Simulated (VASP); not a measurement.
# Al12N: single point with PBE

The system is Al12N, a slab with vacuum.

```
CELL_PARAMETERS angstrom
5.71352 0.00000 0.00000
0.00000 5.71352 0.00000
0.00000 0.00000 19.67470
ATOMIC_POSITIONS crystal
Al 0.25000 0.25000 0.20331
Al 0.25000 0.75000 0.20331
Al 0.75000 0.25000 0.20331
Al 0.75000 0.75000 0.20331
Al 0.00000 0.00000 0.30927
Al 0.00000 0.50000 0.30927
Al 0.50000 0.00000 0.30927
Al 0.50000 0.50000 0.30927
Al 0.25000 0.25000 0.41549
Al 0.25000 0.75000 0.41549
Al 0.75000 0.25000 0.41549
Al 0.75000 0.75000 0.41549
N 0.25000 0.33333 0.50093
```

```
Program             : VASP 6.6.1
Task                : single point
Functional          : PBE
Potentials or basis : VASP PAW PBE potentials, release 64 (Al, N)
Cutoff              : 520 eV
k mesh              : 5 × 5 × 1
Occupations         : gaussian, width 0.1 eV
Spin                : no spin polarisation
```

The largest force is 1.264 eV/Å and the band gap on the k mesh is zero (an odd number of electrons rules out a gap without spin polarisation).

Forces on the atoms (eV/Å):
```
Al   0.000  0.005  0.011
Al   0.000  0.057  0.027
Al   0.000  0.088  0.029
Al   0.000 -0.071  0.110
Al   0.010  0.042  0.030
Al   0.059 -0.033  0.010
Al  -0.010  0.042  0.030
Al  -0.059 -0.033  0.010
Al   0.000 -0.490 -1.165
Al   0.000 -0.745  0.574
Al   0.000  0.072  0.296
Al   0.000  0.053 -0.009
N    0.000  1.015  0.046
```

Levels at points of the mesh, in eV from the Fermi level:
```
           k point  band 18  band 19  band 20  band 21  band 22  band 23
(0.00, 0.00, 0.00)    -1.06    -0.77    -0.68    -0.41    -0.03    -0.03
```

It took 12 min on 1 thread of Intel Xeon 8259CL (shared host), peak memory 0.64 GiB.
